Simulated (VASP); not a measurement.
Input of a VASP 6.6.1 run:

The input INCAR:

```
SYSTEM = Al12H
PREC = Accurate
ENCUT = 520
EDIFF = 1E-6
ISMEAR = 0
SIGMA = 0.1
LREAL = .False.
LASPH = .True.
NELM = 100
ALGO = Normal
ISIF = 2
LWAVE = .False.
LCHARG = .True.
LDIPOL = .True.
IDIPOL = 3
DIPOL = 0.5 0.5 0.310
GGA = PE
IVDW = 12
LELF = .True.
LVHAR = .True.
LVACPOTAV = .True.
NBANDS = 30
```

File KPOINTS:

```
regular mesh
0
Gamma
  6 6 1
  0 0 0
```

Contents of POSCAR:

```
Al12H
1.0
    5.6314608525      0.0000000000      0.0000000000
   -2.8157304263      4.8769881587      0.0000000000
    0.0000000000      0.0000000000     21.5684292007
Al H
12 1
Direct
    0.3333333333      0.1666666667      0.1854562501
    0.3333333333      0.6666666667      0.1854562501
    0.8333333333      0.1666666667      0.1854562501
    0.8333333333      0.6666666667      0.1854562501
    0.1666666667      0.3333333333      0.2913950739
    0.1666666667      0.8333333333      0.2913950739
    0.6666666667      0.3333333333      0.2913950739
    0.6666666667      0.8333333333      0.2913950739
    0.0000000000      0.0000000000      0.3972671872
    0.0000000000      0.5000000000      0.3972671872
    0.5000000000      0.0000000000      0.3972671872
    0.5000000000      0.5000000000      0.3972671872
    0.1666666667      0.0833333333      0.5363593748
```

Potentials or basis: VASP PAW PBE potentials, release 64 (Al, H).

Launch:

```bash
$ cat potpaw_PBE.64/Al/POTCAR potpaw_PBE.64/H/POTCAR > POTCAR
$ mpirun -np 1 vasp_std > vasp.out
```

(1) Estimate the dispersion energy per atom.

(2) Predict the largest force.

Results:

(1) -0.224 eV.

(2) 0.981 eV/Å.
